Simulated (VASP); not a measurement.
# MgO (F-43m) in VASP: further runs, part 2 of 2

VASP 6.6.1.

### Step 3. Relaxation of cell and atoms, PBE

This run uses another cell than the first one, of 12.33 Å³/atom, 1.005 times its volume.

The input, INCAR:

```
  PREC = Accurate
  ENCUT = 600
  EDIFF = 1E-6
  ISMEAR = 0
  SIGMA = 0.02
  LREAL = False
  LASPH = True
  NELM = 80
  ALGO = Normal
  ISIF = 3
  LWAVE = False
  LCHARG = False
  GGA = PE
  IBRION = 2
  NSW = 80
  EDIFFG = -0.01
```

The input, KPOINTS:

```
regular mesh
0
Gamma
  8 8 8
```

The input, POSCAR:

```
MgO
1.0
    0.0000000000      2.3100962685      2.3100962685
    2.3100962685      0.0000000000      2.3100962685
    2.3100962685      2.3100962685      0.0000000000
Mg O
1 1
Direct
    0.0000000000      0.0000000000      0.0000000000
    0.7500000000      0.7500000000      0.7500000000
```

Potentials or basis: VASP PAW PBE potentials, release 64 (Mg, O).

The run is started by

```console
$ cat potpaw_PBE.64/Mg/POTCAR potpaw_PBE.64/O/POTCAR > POTCAR
$ mpirun -np 1 vasp_std > vasp.out
```

OUTCAR:

```text
PREC = Accurate
   ENCUT = 600
   EDIFF = 1E-6
   ISMEAR = 0
   LREAL = False
   LASPH = True
   NELM = 80
   ISIF = 3
   GGA = PE
   IBRION = 2
   NSW = 80
   EDIFFG = -0.01

 ion  position               nearest neighbor table
   1  0.000  0.000  0.000-   2 2.00   2 2.00   2 2.00   2 2.00
   2  0.750  0.750  0.750-   1 2.00   1 2.00   1 2.00   1 2.00

  LATTYP: Found a face centered cubic cell.
 ALAT       =     4.6201925370

  Lattice vectors:

 A1 = (   0.0000000000,   2.3100962685,   2.3100962685)
 A2 = (   2.3100962685,   0.0000000000,   2.3100962685)
 A3 = (   2.3100962685,   2.3100962685,   0.0000000000)

Analysis of symmetry for initial positions (statically):
=====================================================================
 Subroutine PRICEL returns:
 Original cell was already a primitive cell.

 Routine SETGRP: Setting up the symmetry group for a
 face centered cubic supercell.

 Subroutine GETGRP returns: Found 24 space group operations
 (whereof 24 operations were pure point group operations)
 out of a pool of 48 trial point group operations.

The static configuration has the point symmetry T_d .

Analysis of symmetry for dynamics (positions and initial velocities):
=====================================================================
 Subroutine PRICEL returns:
 Original cell was already a primitive cell.

 Routine SETGRP: Setting up the symmetry group for a
 face centered cubic supercell.

 Subroutine GETGRP returns: Found 24 space group operations
 (whereof 24 operations were pure point group operations)
 out of a pool of 48 trial point group operations.

The dynamic configuration has the point symmetry T_d .

 Subroutine INISYM returns: Found 24 space group operations
 (whereof 24 operations are pure point group operations),
 and found     1 'primitive' translations

----------------------------------------------------------------------------------------

                                     Primitive cell

  volume of cell :      24.6559

  direct lattice vectors                    reciprocal lattice vectors
     0.000000000  2.310096269  2.310096269    -0.216441196  0.216441196  0.216441196
     2.310096269  0.000000000  2.310096269     0.216441196 -0.216441196  0.216441196
     2.310096269  2.310096269  0.000000000     0.216441196  0.216441196 -0.216441196

  length of vectors
     3.266969473  3.266969473  3.266969473     0.374887149  0.374887149  0.374887149

  position of ions in fractional coordinates (direct lattice)
     0.000000000  0.000000000  0.000000000
     0.750000000  0.750000000  0.750000000

  ion indices of the primitive-cell ions
   primitive index   ion index
                 1           1
                 2           2

----------------------------------------------------------------------------------------

 KPOINTS: regular mesh

Automatic generation of k-mesh.
 Grid dimensions read from file:
 generate k-points for:    8    8    8

 Generating k-lattice:

  Cartesian coordinates                     Fractional coordinates (reciprocal lattice)
    -0.027055150  0.027055150  0.027055150     0.125000000  0.000000000  0.000000000
     0.027055150 -0.027055150  0.027055150     0.000000000  0.125000000  0.000000000
     0.027055150  0.027055150 -0.027055150     0.000000000  0.000000000  0.125000000

  Length of vectors
     0.046860894  0.046860894  0.046860894

  Shift w.r.t. Gamma in fractional coordinates (k-lattice)
     0.000000000  0.000000000  0.000000000

 Subroutine IBZKPT returns following result:
 ===========================================

 Found     29 irreducible k-points:

 Following reciprocal coordinates:
            Coordinates               Weight
  0.000000  0.000000  0.000000      1.000000
  0.125000  0.000000  0.000000      8.000000
  0.250000  0.000000  0.000000      8.000000
  0.375000  0.000000  0.000000      8.000000
  0.500000  0.000000  0.000000      4.000000
  0.125000  0.125000  0.000000      6.000000
[... 16 lines left out ...]
  0.500000  0.250000  0.125000     48.000000
 -0.375000  0.250000  0.125000     24.000000
 [... further k-points ...]
   k-points           NKPTS =     29   k-points in BZ     NKDIM =     29   number of bands    NBANDS=      8
   number of dos      NEDOS =    301   number of ions     NIONS =      2
   total plane-waves  NPLWV =  21952
   dimension x,y,z NGX =    28 NGY =   28 NGZ =   28
   dimension x,y,z NGXF=    56 NGYF=   56 NGZF=   56
   ions per type =               1   1
   NGX,Y,Z   is equivalent  to a cutoff of  14.25, 14.25, 14.25 a.u.
   NGXF,Y,Z  is equivalent  to a cutoff of  28.50, 28.50, 28.50 a.u.
 SYSTEM =  unknown system
   PREC   = accura    normal or accurate (medium, high low for compatibility)
   ISTART =      0    job   : 0-new  1-cont  2-samecut
   ICHARG =      2    charge: 1-file 2-atom 10-const
   ISPIN  =      1    spin polarized calculation?
   LNONCOLLINEAR =      F non collinear calculations
   LSORBIT =      F    spin-orbit coupling
   LASPH  =      T    aspherical Exc in radial PAW
   ENCUT  =  600.0 eV  44.10 Ry    6.64 a.u.   6.52  6.52  6.52*2*pi/ulx,y,z
   NELM   =     80;   NELMIN=  2; NELMDL= -5     # of ELM steps
   EDIFF  = 0.1E-05   stopping-criterion for ELM
   LREAL  =      F    real-space projection
   EDIFFG = -.1E-01   stopping-criterion for IOM
   NSW    =     80    number of steps for IOM
   IBRION =      2    ionic relax: 0-MD 1-quasi-New 2-CG
   NFREE  =      1    steps in history (QN), initial steepest desc. (CG)
   ISIF   =      3    stress and relaxation
   ISYM   =      2    0-nonsym 1-usesym 2-fastsym
   POTIM  = 0.5000    time-step for ionic-motion
   TEBEG  =    0.0;   TEEND  =   0.0 temperature during run
   PSTRESS=    0.0 pullay stress
   NELECT =       8.0000    total number of electrons
   NUPDOWN=      -1.0000    fix difference up-down
   EMIN   =  10.00;   EMAX   =-10.00  energy-range for DOS
   EFERMI =   0.00;   METHOD = LEGACY
   ISMEAR =     0;   SIGMA  =   0.02  broadening in eV -4-tet -1-fermi 0-gaus
   EFERMI_NEDOS =   21; number of points for ismear=-14 and -15
   IALGO  =     38    algorithm
   IMIX   =      4    mixing-type and parameters
     AMIX     =   0.40;   BMIX     =  1.00
     AMIX_MAG =   1.60;   BMIX_MAG =  1.00
  volume/ion in A,a.u.               =      12.33        83.19
  Fermi-wavevector in a.u.,A,eV,Ry     =   1.124945  2.125838 17.218200  1.265502
  Thomas-Fermi vector in A             =   2.261620
   LORBIT       =      0    0 simple, 1 ext, 2 COOP (PROOUT), +10 PAW based schemes
   GGA     = PE    functional components
   LHFCALC =     F    Hartree Fock is set to
   AEXX    =    0.0000 exact exchange contribution
   IVDW    =     0    specifies the selected vdW correction
   LEPSILON=     F    determine dielectric tensor
   LRPA    =     F    only Hartree local field effects (RPA)
 conjugate gradient relaxation of ions
 non-spin polarized calculation
 Gauss-broadening in eV      SIGMA  =   0.02
  energy-cutoff  :      600.00
  volume of cell :       24.66
 maximum number of plane-waves:       869
 NGX is ok and might be reduce to    28
   NGX = 13   NGY = 13   NGZ = 13

--------------------------------------- Ionic step        1  -------------------------------------------

 number of electron       8.0000002 magnetization

 Free energy of the ion-electron system (eV)
  ---------------------------------------------------
  ext. energy  EPLUGINS =         0.00000000
  ---------------------------------------------------
  free energy    TOTEN  =       -11.70354063 eV

  energy without entropy =      -11.70354063  energy(sigma->0) =      -11.70354063

 E-fermi :   0.7072     XC(G=0):  -9.5649

 val. band max:        0.5986505526   @ k =   0.0000   0.0000   0.0000
 cond. band min:       4.0366625555   @ k =   0.0000   0.0000   0.0000
 fundamental gap:      3.4380120028
 Fermi energy:         0.7071772340

 k-point     1 :       0.0000    0.0000    0.0000
  band No.  band energies     occupation
      1     -15.1977      2.00000
      2       0.5986      2.00000
      3       0.5987      2.00000
      4       0.5987      2.00000
      5       4.0367      0.00000
      6      17.0154      0.00000
      7      17.0154      0.00000
      8      17.0154      0.00000
[... 322 lines left out ...]
  energy  without entropy=      -11.7043775954  energy(sigma->0) =      -11.70437760

--------------------------------------- Ionic step        3  -------------------------------------------

 number of electron       8.0000002 magnetization

 Free energy of the ion-electron system (eV)
  ---------------------------------------------------
  ext. energy  EPLUGINS =         0.00000000
  ---------------------------------------------------
  free energy    TOTEN  =       -11.70442805 eV

  energy without entropy =      -11.70442805  energy(sigma->0) =      -11.70442805

 E-fermi :   0.7933     XC(G=0):  -9.6067

 val. band max:        0.6499668130   @ k =   0.0000   0.0000   0.0000
 cond. band min:       4.1442556643   @ k =   0.0000   0.0000   0.0000
 fundamental gap:      3.4942888513
 Fermi energy:         0.7932889450

 k-point     1 :       0.0000    0.0000    0.0000
  band No.  band energies     occupation
      1     -15.1742      2.00000
      2       0.6500      2.00000
      3       0.6500      2.00000
      4       0.6500      2.00000
      5       4.1443      0.00000
      6      17.1760      0.00000
      7      17.1760      0.00000
      8      17.1760      0.00000
[... 282 lines left out ...]
  FREE ENERGIE OF THE ION-ELECTRON SYSTEM (eV)
  ---------------------------------------------------
  free  energy   TOTEN  =       -11.7044280474 eV

  energy  without entropy=      -11.7044280474  energy(sigma->0) =      -11.70442805

 reached required accuracy - stopping structural energy minimisation
```

OSZICAR:

```text
N       E                     dE             d eps       ncg     rms          rms(c)
DAV:   1     0.229151416819E+02    0.22915E+02   -0.49562E+03   496   0.970E+02
DAV:   2    -0.131659345543E+02   -0.36081E+02   -0.35185E+02   584   0.159E+02
DAV:   3    -0.138633696118E+02   -0.69744E+00   -0.69744E+00   568   0.277E+01
[... 18 lines left out ...]
DAV:   1    -0.117047570994E+02   -0.37994E-03   -0.67413E-03   464   0.821E-01    0.137E-01
DAV:   2    -0.117044369567E+02    0.32014E-03   -0.28019E-03   464   0.371E-01    0.161E-02
DAV:   3    -0.117044296373E+02    0.73194E-05   -0.52599E-05   520   0.693E-02    0.827E-03
DAV:   4    -0.117044281594E+02    0.14780E-05   -0.21496E-06   432   0.154E-02    0.233E-03
DAV:   5    -0.117044280474E+02    0.11193E-06   -0.33639E-07   232   0.442E-03
   3 F= -.11704428E+02 E0= -.11704428E+02  d E =-.887416E-03
```

Run time: 13 s. Hardware: 1 thread of AMD EPYC 7R13 (Zen 3), shared host; peak memory 0.13 GiB.

What came out:

```yaml
Free_energy: -11.7044 eV
Relaxed_volume: 12.20 Å³/atom
Relaxed_cell: a = 3.256 Å, b = 3.256 Å, c = 3.256 Å, α = 60.00°, β = 60.00°, γ = 60.00°
Space_group_after_relaxing_to_0.05_Å: F-43m (No. 216)
Energy_gained_by_relaxing: 0.4 meV/atom
Ionic_steps: 3
Pressure_after_relaxing: 0.0 GPa
Band_gap_on_the_k_mesh: 3.49 eV, direct
```

The path:
| step | energy change (eV) | largest force (eV/Å) | pressure (GPa) | volume (Å³) |
| --- | --- | --- | --- | --- |
| 1 | 0.0000 | 0.0000 | -1.11 | 24.66 |
| 2 | -0.0008 | 0.0000 | 0.28 | 24.35 |
| 3 | -0.0009 | 0.0000 | 0.01 | 24.41 |

Final structure:
```
CELL_PARAMETERS angstrom
0.00000 2.30232 2.30232
2.30232 0.00000 2.30232
2.30232 2.30232 0.00000
ATOMIC_POSITIONS crystal
Mg 0.00000 0.00000 0.00000
O 0.75000 0.75000 0.75000
```
